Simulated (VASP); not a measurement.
A run of VASP 6.6.1 is set up as follows.

Contents of INCAR:

```
ALGO     = Normal         # electronic algorithm
EDIFF    = 1E-7           # SCF threshold, eV
ENCUT    = 520            # plane-wave cutoff, eV
GGA      = PE             # functional
ISIF     = 2              # what is computed and relaxed
ISMEAR   = 0              # smearing method
ISPIN    = 2              # spin polarisation
LASPH    = T              # aspherical terms in the spheres
LCHARG   = F              # write CHGCAR
LMAXMIX  = 4              # l up to which the mixer works
LORBIT   = 11             # projections on sites
LREAL    = F              # projectors in reciprocal space
LWAVE    = F              # write WAVECAR
MAGMOM   = 0 2 0 0 0      # initial moments
NBANDS   = 34             # bands
NELM     = 150            # most SCF steps
PREC     = Accurate       # precision mode
SIGMA    = 0.1            # smearing width, eV
```

The input KPOINTS:

```
k-points
0
Gamma
  4 4 4
```

The input POSCAR:

```
NbVS3
1.0
    4.5667035300      0.0000000000      0.0000000000
    0.0000000000      4.5667035300      0.0000000000
    0.0000000000      0.0000000000      4.5672980100
Nb V S
1 1 3
Direct
    0.0000000000      0.0000000000      0.4866651000
    0.5000000000      0.5000000000      0.9920643000
    0.5000000000      0.0000000000      0.4863043100
    0.0000000000      0.0000000000      0.9866249600
    0.0000000000      0.5000000000      0.4863043100
```

Potentials or basis: VASP PAW PBE potentials, release 64 (Nb_sv, V_sv, S).

Launch:

```sh
$ cat potpaw_PBE.64/Nb_sv/POTCAR potpaw_PBE.64/V_sv/POTCAR potpaw_PBE.64/S/POTCAR > POTCAR
$ mpirun -np 1 vasp_std > vasp.out
```

Task: What does it give for the net moment?

Result: 0.15 μB per cell.

Task: Predict the largest force.

Result: 0.086 eV/Å.

Forces in eV/Å, atoms in the order of the input:
```
Nb   0.000  0.000 -0.005
V    0.000  0.000  0.086
S    0.000  0.000 -0.034
S    0.000  0.000 -0.011
S    0.000  0.000 -0.034
```
